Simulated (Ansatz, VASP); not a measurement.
One calculation of ReBi, two programs

The input INCAR:

```
PREC = Accurate
ENCUT = 520
EDIFF = 1E-6
ISMEAR = -1
SIGMA = 0.1
LREAL = False
LASPH = True
NELM = 60
ALGO = Normal
ISIF = 2
LWAVE = False
LCHARG = False
GGA = PE
NBANDS = 18
```

KPOINTS

```
Automatic mesh
0
Gamma
  11 11 11
```

The input POSCAR:

```
ReBi
1.0
    0.0000000000      3.1127689995      3.1127689995
    3.1127689995      0.0000000000      3.1127689995
    3.1127689995      3.1127689995      0.0000000000
Re Bi
1 1
Direct
    0.0000000000      0.0000000000      0.0000000000
    0.2500000000      0.2500000000      0.2500000000
```

Input for Ansatz:

```yaml
crystal:
  lattice:
    - [0.0, 3.1127689995, 3.1127689995]
    - [3.1127689995, 0.0, 3.1127689995]
    - [3.1127689995, 3.1127689995, 0.0]
  atoms:
    - { symbol: Re, position: [0.0, 0.0, 0.0] }
    - { symbol: Bi, position: [0.25, 0.25, 0.25] }
kpoints:
  mp_grid: { grid: [11, 11, 11] }
  band_path:
    path:
      - [0.0, 0.0, 0.0]
      - [-0.5, -0.5, 0.0]
      - [-0.375, -0.375, 0.25]
      - [-0.375, 0.0, 0.375]
      - [0.0, 0.0, 0.0]
      - [0.0, 0.0, 0.5]
      - [-0.5, -0.25, 0.25]
      - [-0.5, -0.5, 0.0]
    npoints: 14
scf:
  occupations: { method: fermi_dirac, width: 0.1 }
hamiltonian:
  xc: pbe
  pseudopotentials: { kind: all_electron, lapw: { basis_error: 0.001 } }
output:
  forces: true
  stress: true
  eigenvalues: true
  populations: true
  dos: { projected: true, de: 0.2, e_range: [-14, 8] }
```

Alike in both runs: task single point; functional PBE; k mesh 11 × 11 × 11; occupations fermi-dirac, width 0.1 eV; no spin polarisation.

|  | VASP | Ansatz |
| --- | --- | --- |
| version | VASP 6.6.1 | Ansatz 0.2.0 |
| potentials or method | VASP PAW PBE potentials, release 64 (Re, Bi_d), cutoff 520 eV | all-electron LAPW, scalar-relativistic |

```csv
,VASP,Ansatz,Ansatz less VASP
pressure (GPa),0.0,0.0,+0.02
```

Ansatz ran all-electron here, and VASP with PAW potentials.

Spin-orbit coupling is off throughout.
